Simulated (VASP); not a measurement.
A run of VASP 6.6.1 is set up as follows.

The input INCAR:

```
SYSTEM = Ba
PREC = Accurate
ENCUT = 520
EDIFF = 1E-6
ISMEAR = 0
SIGMA = 0.15
LREAL = .False.
LASPH = .True.
NELM = 80
ALGO = Fast
ISIF = 2
LWAVE = .False.
LCHARG = .False.
GGA = CA
NBANDS = 11
```

KPOINTS

```
regular mesh
0
Gamma
  14 14 14
  0 0 0
```

File POSCAR:

```
Ba
1.0
    4.0256387278     -0.6193290351     -0.6193290351
   -0.6193290351      4.0256387278     -0.6193290351
   -0.6193290351     -0.6193290351      4.0256387278
Ba
1
Direct
    0.0000000000      0.0000000000      0.0000000000
```

Potentials or basis: VASP PAW LDA potentials, release 64 (Ba_sv).

Launch:

```sh
$ cat potpaw_LDA.64/Ba_sv/POTCAR > POTCAR
$ mpirun -np 1 vasp_std > vasp.out
```

**Question.** Predict the pressure.

**Answer.** -0.9 GPa.

**Question.** What does it give for the band gap on the k mesh?

**Answer.** Zero (bands 5 and 6 overlap by 0.92 eV).

Stress tensor (GPa, compression positive):
```
-0.87 -0.85 -0.85
-0.85 -0.87 -0.85
-0.85 -0.85 -0.87
```

Caveat: spin-orbit coupling is left out, which moves the levels of the heavy elements.
